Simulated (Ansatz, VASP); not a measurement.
## One calculation of EuSb, two programs

```
Eu Sb
1.0
     5.69747    0.00000    0.00000
    -2.84874    4.93415    0.00000
     0.00000    0.00000    6.45459
Eu Sb
2 2
Direct
  0.66667 0.33333 0.06260
  0.33333 0.66667 0.56260
  0.66667 0.33333 0.56260
  0.33333 0.66667 0.06260
```

Alike in both runs: task single point; functional PBE; k mesh 6 × 6 × 6; occupations gaussian, width 0.05 eV; no spin polarisation; Hubbard terms Eu f U = 6.0 eV.

|  | VASP | Ansatz |
| --- | --- | --- |
| version | VASP 6.6.1 | Ansatz 0.2.0 |
| potentials or method | VASP PAW PBE potentials, release 64 (Eu, Sb), cutoff 520 eV | scalar-relativistic, plane waves, PAW |
| valence electrons in the cell | 44 | 64 |

|  | VASP | Ansatz | Ansatz less VASP |
| --- | --- | --- | --- |
| gap on the k mesh at the Fermi level (eV) | none | none | - |
| pressure (GPa) | -2.9 | -4.5 | -1.59 |
| traceless stress, the component that is largest in VASP (GPa) | 0.82 | 0.08 | -0.737 |

The programs project onto different local orbitals, so the same U acts differently, and such runs can settle in different states. A gap of «none» marks a metal or a gap that the smearing closes. VASP's potentials hold 44 valence electrons a cell and Ansatz's 64, so a difference there can come from the potentials and not from the codes. Ansatz's warnings: filled band counts differ across k points.

Neither program's run includes spin-orbit coupling.
